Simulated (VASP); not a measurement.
Wanted: the native input for a VASP 6.6.1 run.

```
Task                   : single point
Functional             : revPBE
Potentials or basis    : VASP PAW PBE potentials, release 64 (Ga_d)
Cutoff                 : 500 eV
k mesh                 : 14 × 14 × 8
Occupations            : fermi-dirac, width 0.05 eV
Spin                   : no spin polarisation
Dipole correction      : no
Further INCAR settings : ALGO = Normal; EDIFF = 1e-06; NBANDS = 20
```

The structure of Ga lies in POSCAR:

```
Ga
1.0
    3.0031658500      0.0000000000      0.0000000000
   -1.5015829250      2.6008179178      0.0000000000
    0.0000000000      0.0000000000      4.8651286769
Ga
2
Direct
    0.2333333333      0.6166666667      0.1750000000
    0.7666666667      0.3833333333      0.8250000000
```

The input as run:

INCAR

```
PREC = Accurate
ENCUT = 500
EDIFF = 1E-6
ISMEAR = -1
SIGMA = 0.05
LREAL = F
LASPH = T
NELM = 120
ALGO = Normal
ISIF = 2
LWAVE = F
LCHARG = F
GGA = RE
NBANDS = 20
GGA_COMPAT = F
```

KPOINTS

```
regular mesh
0
Gamma
  14 14 8
```

Potentials or basis: VASP PAW PBE potentials, release 64 (Ga_d).

Run with:

```console
$ cat potpaw_PBE.64/Ga_d/POTCAR > POTCAR
$ mpirun -np 1 vasp_std > vasp.out
```

It gave:

| Property | Result |
| --- | --- |
| Pressure | 20.5 GPa |
| Largest force | 5.906 eV/Å |
| Band gap on the k mesh | zero (bands 13 and 14 overlap by 4.97 eV) |

Caveat: the stress differs along the axes, from 11 to 33 GPa; the PAW data sets were made with another functional, which shifts forces and pressure a little.

It took 5.3 min on 1 thread of Intel Xeon 8259CL, on a shared host, peak memory 0.35 GiB.
